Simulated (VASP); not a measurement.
Wanted: the native input for a VASP 6.6.1 run.

- Task: single point
- Functional: LDA
- Potentials or basis: VASP PAW LDA potentials, release 64 (Ti_sv, Al)
- Cutoff: 520 eV
- k mesh: 12 × 12 × 4
- Occupations: gaussian, width 0.1 eV
- Spin: no spin polarisation
- Dipole correction: no
- Further INCAR settings: ALGO = Normal; EDIFF = 1e-06; NBANDS = 28

The structure of Ti3Al lies in POSCAR:

```
Ti3Al
1.0
    2.8603930249      0.0000000000      0.0000000000
   -1.4301965124      2.4771730244      0.0000000000
    0.0000000000      0.0000000000      9.0481301724
Ti Al
3 1
Direct
    0.6666666667      0.3333333333      0.0000000000
    0.3333333333      0.6666666667      0.7515873833
    0.3333333333      0.6666666667      0.2484126167
    0.6666666667      0.3333333333      0.5000000000
```

The input as run:

INCAR

```
SYSTEM = Ti3Al
PREC = Accurate
ENCUT = 520
EDIFF = 1E-6
ISMEAR = 0
SIGMA = 0.1
LREAL = .False.
LASPH = .True.
NELM = 100
ALGO = Normal
ISIF = 2
LWAVE = .False.
LCHARG = .False.
NBANDS = 28
```

KPOINTS

```
Automatic mesh
0
Gamma
  12 12 4
  0 0 0
```

Potentials or basis: VASP PAW LDA potentials, release 64 (Ti_sv, Al).

Command:

```console
$ cat potpaw_LDA.64/Ti_sv/POTCAR potpaw_LDA.64/Al/POTCAR > POTCAR
$ mpirun -np 1 vasp_std > vasp.out
```

It gave:

```json
{"Pressure": "-0.1 GPa", "Largest force": "0.010 eV/Å", "Band gap on the k mesh": "zero (an odd number of electrons rules out a gap without spin polarisation)"}
```

It took 55 s on 1 thread of AMD EPYC 9R45 96-Core Processor (Zen 5), with other jobs on the host, peak memory 0.18 GiB.
